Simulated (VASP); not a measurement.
A run of VASP 6.6.1 is set up as follows.

INCAR

```
SYSTEM = Fe
PREC = Accurate
ENCUT = 520
EDIFF = 1E-6
ISMEAR = -1
SIGMA = 0.1
LREAL = .FALSE.
LASPH = .TRUE.
NELM = 80
ALGO = Normal
ISIF = 2
LWAVE = .FALSE.
LCHARG = .FALSE.
GGA = B5
ALDAX = 1.0
AGGAX = 1.0
AGGAC = 1.0
ALDAC = 0.0
NBANDS = 24
```

File KPOINTS:

```
Automatic mesh
0
G
  16 16 5
  0 0 0
```

POSCAR

```
Fe
1.0
    2.4509795710      0.0000000000      0.0000000000
   -1.2254897855      2.1226105726      0.0000000000
    0.0000000000      0.0000000000      7.8798551475
Fe
4
Direct
    0.0000000000      0.0000000000      0.0000000000
    0.0000000000      0.0000000000      0.5000000000
    0.3333333333      0.6666666667      0.2500000000
    0.6666666667      0.3333333333      0.7500000000
```

Potentials or basis: VASP PAW PBE potentials, release 64 (Fe).

Run with:

```bash
$ cat potpaw_PBE.64/Fe/POTCAR > POTCAR
$ mpirun -np 1 vasp_std > vasp.out
```

(1) What does it give for the pressure?

(2) What does it give for the band gap on the k mesh?

Answers

(1) 11.4 GPa.

(2) zero (bands 16 and 17 overlap by 1.79 eV).

Caveat: the cell stands under pressure; the PAW data sets were made with another functional, which shifts forces and pressure a little; the run has no spin polarisation, though such a crystal can be magnetic.
